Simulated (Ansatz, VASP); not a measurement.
## Two plane-wave programs on Ca2C

Contents of POSCAR:

```
Ca2C
1.0
    0.0000000000      3.1285803957      3.1285803957
    3.1285803957      0.0000000000      3.1285803957
    3.1285803957      3.1285803957      0.0000000000
C Ca
1 2
Direct
    0.0000000000      0.0000000000      0.0000000000
    0.2500000000      0.2500000000      0.2500000000
    0.7500000000      0.7500000000      0.7500000000
```

File INCAR.step1:

```
PREC     = Accurate       # precision mode
ENCUT    = 520            # plane-wave cutoff, eV
EDIFF    = 1E-5           # SCF threshold, eV
ISMEAR   = 0              # smearing method
SIGMA    = 0.01           # smearing width, eV
LREAL    = False          # projectors in reciprocal space
LASPH    = True           # aspherical terms in the spheres
NELM     = 80             # most SCF steps
ALGO     = Normal         # electronic algorithm
ISIF     = 2              # what is computed and relaxed
LWAVE    = True           # write WAVECAR
LCHARG   = False          # write CHGCAR
NBANDS   = 19             # bands
GGA      = PE             # functional
```

File INCAR.step2:

```
PREC     = Accurate       # precision mode
ENCUT    = 520            # plane-wave cutoff, eV
EDIFF    = 1E-6           # SCF threshold, eV
ISMEAR   = 0              # smearing method
SIGMA    = 0.01           # smearing width, eV
LREAL    = False          # projectors in reciprocal space
LASPH    = True           # aspherical terms in the spheres
NELM     = 80             # most SCF steps
ALGO     = Normal         # electronic algorithm
ISIF     = 2              # what is computed and relaxed
LWAVE    = False          # write WAVECAR
LCHARG   = False          # write CHGCAR
GGA      = PE             # functional
LHFCALC  = True           # exact exchange
HFSCREEN = 0.2079         # screening, 1/A
PRECFOCK = Normal       
NBANDS   = 19             # bands
ISTART   = 1
```

Contents of KPOINTS:

```
regular mesh
0
Gamma
  4 4 4
```

Input for Ansatz:

```yaml
crystal:
  lattice:
    - [0.0, 3.1285803957, 3.1285803957]
    - [3.1285803957, 0.0, 3.1285803957]
    - [3.1285803957, 3.1285803957, 0.0]
  atoms:
    - { symbol: C, position: [0.0, 0.0, 0.0] }
    - { symbol: Ca, position: [0.25, 0.25, 0.25] }
    - { symbol: Ca, position: [0.75, 0.75, 0.75] }
kpoints:
  mp_grid: { grid: [4, 4, 4] }
hamiltonian:
  xc: hse06
scf:
  occupations: { method: fixed }
  n_extra_bands: 4
output:
  forces: true
  stress: true
  eigenvalues: true
  write_density: true
  write_potential: true
  elf: true
  volumetric_format: npy
```

Alike in both runs: task single point; functional HSE06; k mesh 4 × 4 × 4; no spin polarisation.

|  | VASP | Ansatz |
| --- | --- | --- |
| version | VASP 6.6.1 | Ansatz 0.2.0 |
| potentials or method | VASP PAW PBE potentials, release 64 (C, Ca_sv) | plane waves, PAW |
| plane-wave cutoff (eV) | 520 | 420 |
| occupations | gaussian, width 0.01 eV | fixed |
| valence electrons in the cell | 24 | 24 |

Ansatz gave:

- gap on the k mesh at the Fermi level (eV): 0.83
- pressure (GPa): 0.3

Which values does VASP return?

gap on the k mesh at the Fermi level (eV): 0.82; pressure (GPa): 0.6.

Ansatz's warnings: stress exchange threshold loose, stress scf threshold loose.

The k mesh is coarse, so the values compare programs but aren't converged.
